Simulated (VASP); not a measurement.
Ga:

```
Ga
1.0
     2.71648    0.00000    0.00000
     0.00000    2.71648    0.00000
     0.00000    0.00000    2.71648
Ga
1
Direct
  0.00000 0.00000 0.00000
```

* Program: VASP 6.6.1
* Task: relaxation of cell and atoms
* Functional: PBEsol
* Potentials or basis: VASP PAW PBE potentials, release 64 (Ga_d)
* Cutoff: 600 eV
* k mesh: 10 × 10 × 10
* Occupations: fermi-dirac, width 0.05 eV
* Spin: no spin polarisation

At the start: pressure -3.1 GPa; volume 20.05 Å³/atom.

Task: How do energy, volume and symmetry change on relaxing?

Result: Over 3 steps the energy falls by 14.4 meV/atom and the volume is 18.70 Å³/atom (-6.7 %); space group Pm-3m (No. 221, to 0.05 Å).

The path:
| step | energy change (eV) | largest force (eV/Å) | pressure (GPa) | volume (Å³) |
| --- | --- | --- | --- | --- |
| 1 | 0.0000 | 0.0000 | -3.08 | 20.05 |
| 2 | -0.0139 | 0.0000 | -0.75 | 18.95 |
| 3 | -0.0144 | 0.0000 | 0.03 | 18.70 |

Final structure:
```cif
data_structure
_symmetry_space_group_name_H-M 'P 1'
_symmetry_Int_Tables_number 1
_cell_length_a 2.6540
_cell_length_b 2.6540
_cell_length_c 2.6540
_cell_angle_alpha 90.000
_cell_angle_beta 90.000
_cell_angle_gamma 90.000
_cell_volume 18.70
loop_
_atom_site_label
_atom_site_type_symbol
_atom_site_fract_x
_atom_site_fract_y
_atom_site_fract_z
_atom_site_occupancy
Ga1 Ga 0.00000 0.00000 0.00000 1
```

Caveat: the PAW data sets were made with another functional, which shifts forces and pressure a little.
